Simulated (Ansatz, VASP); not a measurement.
Two plane-wave programs on Li2Se

POSCAR

```
Li2Se
1.0
    2.7463580022      2.7463580022      0.0000000000
   -2.7463580022      2.7463580022      0.0000000000
    0.0000000000      2.7463580022      2.7463580022
Li Se
2 1
Direct
    0.2500000000      0.7500000000      0.5000000000
    0.7500000000      0.2500000000      0.5000000000
    0.0000000000      0.0000000000      0.0000000000
```

The input INCAR.step1:

```
SYSTEM = Li2Se
PREC     = Accurate       ! precision mode
ENCUT    = 830            ! plane-wave cutoff, eV
ISMEAR   = 0              ! smearing method
SIGMA    = 0.01           ! smearing width, eV
LREAL    = .FALSE.        ! projectors in reciprocal space
LASPH    = .TRUE.         ! aspherical terms in the spheres
NELM     = 120            ! most SCF steps
NBANDS   = 13             ! bands
GGA      = PE             ! functional
ALGO     = Normal         ! electronic algorithm
EDIFF    = 1E-5           ! SCF threshold, eV
LWAVE    = .TRUE.         ! write WAVECAR
LCHARG   = .FALSE.        ! write CHGCAR
GGA_COMPAT= .FALSE.
```

Contents of INCAR.step2:

```
SYSTEM = Li2Se
PREC     = Accurate       ! precision mode
ENCUT    = 830            ! plane-wave cutoff, eV
EDIFF    = 1E-6           ! SCF threshold, eV
ISMEAR   = 0              ! smearing method
SIGMA    = 0.01           ! smearing width, eV
LREAL    = .FALSE.        ! projectors in reciprocal space
LASPH    = .TRUE.         ! aspherical terms in the spheres
NELM     = 120            ! most SCF steps
ALGO     = Normal         ! electronic algorithm
ISIF     = 2              ! what is computed and relaxed
LWAVE    = .FALSE.        ! write WAVECAR
LCHARG   = .TRUE.         ! write CHGCAR
METAGGA  = R2SCAN         ! meta-GGA
LMIXTAU  = .TRUE.       
LELF     = .TRUE.         ! ELF
LVHAR    = .TRUE.       
NBANDS   = 13             ! bands
ISTART   = 1            
GGA_COMPAT= .FALSE.
```

Contents of KPOINTS:

```
Automatic mesh
0
G
  8 8 8
  0 0 0
```

Input for Ansatz:

```yaml
crystal:
  lattice:
    - [2.74635800225, 2.74635800225, 0.0]
    - [-2.74635800225, 2.74635800225, 0.0]
    - [0.0, 2.74635800225, 2.74635800225]
  atoms:
    - { symbol: Li, position: [0.25, 0.75, 0.5] }
    - { symbol: Li, position: [0.75, 0.25, 0.5] }
    - { symbol: Se, position: [0.0, 0.0, 0.0] }
kpoints:
  mp_grid: { grid: [8, 8, 8] }
scf:
  occupations: { method: fixed }
  convergence: { dr2_threshold: 1.0e-10 }
hamiltonian:
  xc: r2scan
  pseudopotentials: { kind: paw }
output:
  forces: true
  stress: true
  eigenstates:
    kpoints:
      - [0.0, 0.0, 0.0]
      - [-0.5, 0.5, 0.0]
      - [-0.5, -0.5, -0.5]
      - [0.0, 0.0, -0.5]
      - [0.0, -0.5, -0.5]
      - [0.0, 0.5, 0.0]
      - [-0.5, 0.0, 0.0]
      - [-0.5, 0.0, -0.5]
  eigenvalues: true
```

Alike in both runs: task single point; functional r2SCAN; k mesh 8 × 8 × 8; no spin polarisation.

|  | VASP | Ansatz |
| --- | --- | --- |
| version | VASP 6.6.1 | Ansatz 0.2.0 |
| potentials or method | VASP PAW PBE potentials, release 64 (Li_sv, Se) | PAW with Ansatz's default frozen-core files, scalar-relativistic |
| plane-wave cutoff (eV) | 830 | 500 |
| occupations | gaussian, width 0.01 eV | fixed |
| valence electrons in the cell | 12 | 22 |

VASP gave:

```
gap on the k mesh at the Fermi level (eV) : 3.16
pressure (GPa)                            : 14.9
```

Q: Estimate Ansatz's values.

A: gap on the k mesh at the Fermi level (eV): 3.17; pressure (GPa): 15.0.

VASP's potentials were made for PBE, not for r2SCAN. VASP's potentials hold 12 valence electrons a cell and Ansatz's 22, so a difference there can come from the potentials and not from the codes.
